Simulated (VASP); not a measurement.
Here is a VASP 6.6.1 calculation.

The input INCAR:

```
SYSTEM = Zr
PREC = Accurate
ENCUT = 500
EDIFF = 1E-6
ISMEAR = 0
SIGMA = 0.05
LREAL = .False.
LASPH = .True.
NELM = 120
ALGO = Normal
ISIF = 2
LWAVE = .False.
LCHARG = .False.
GGA = PE
NBANDS = 12
GGA_COMPAT = .False.
```

The input KPOINTS:

```
regular mesh
0
Gamma
  8 8 8
  0 0 0
```

Contents of POSCAR:

```
Zr
1.0
    0.0000000000      2.2617941059      2.2617941059
    2.2617941059      0.0000000000      2.2617941059
    2.2617941059      2.2617941059      0.0000000000
Zr
1
Direct
    0.0000000000      0.0000000000      0.0000000000
```

Potentials or basis: VASP PAW PBE potentials, release 64 (Zr_sv).

Launch:

```console
$ cat potpaw_PBE.64/Zr_sv/POTCAR > POTCAR
$ mpirun -np 1 vasp_std > vasp.out
```

Question: Predict the pressure.

Answer: -0.2 GPa.

Question: Predict the band gap on the k mesh.

Answer: Zero (band 6 reaches 9.94 eV, above the bottom of band 7 at 8.57 eV).
